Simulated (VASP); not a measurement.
Wanted: the native input for a VASP 6.6.1 run.

| Item | Value |
| --- | --- |
| Task | single point |
| Functional | PBE |
| Potentials or basis | VASP PAW PBE potentials, release 64 (Br) |
| Cutoff | 520 eV |
| k mesh | 5 × 5 × 2 |
| Occupations | fermi-dirac, width 0.05 eV |
| Spin | no spin polarisation |
| Dipole correction | no |
| Further INCAR settings | ALGO = Normal; EDIFF = 1e-06; NBANDS = 22 |

The structure of Br lies in POSCAR:

```
Br
1.0
    4.2931159844     -2.1343675280      0.0000000000
    4.2931159844      2.1343675280      0.0000000000
    0.0000000000      0.0000000000      8.7329383928
Br
4
Direct
    0.8591891476      0.1408108524      0.1182798855
    0.6408108524      0.3591891476      0.6182798855
    0.1408108524      0.8591891476      0.8817201145
    0.3591891476      0.6408108524      0.3817201145
```

One way to write it, as run:

INCAR

```
ALGO = Normal
EDIFF = 1E-6
ENCUT = 520
GGA = PE
ISIF = 2
ISMEAR = -1
LASPH = True
LCHARG = True
LELF = True
LREAL = False
LVHAR = True
LWAVE = False
NBANDS = 22
NELM = 80
PREC = Accurate
SIGMA = 0.05
```

KPOINTS

```
k-points
0
Gamma
  5 5 2
```

Potentials or basis: VASP PAW PBE potentials, release 64 (Br).

Launch:

```bash
$ cat potpaw_PBE.64/Br/POTCAR > POTCAR
$ mpirun -np 1 vasp_std > vasp.out
```

Results of the run:

The pressure is 0.0 GPa, the largest force is 0.005 eV/Å and the band gap on the k mesh is 1.36 eV.

Caveat: this functional lacks dispersion, which holds the molecules together, so the pressure and a relaxed volume are unreliable; an odd mesh through Γ misses points on the zone boundary, where band edges can lie.

It took 100 s on 1 thread of Intel Xeon 8259CL (shared host), peak memory 0.27 GiB.
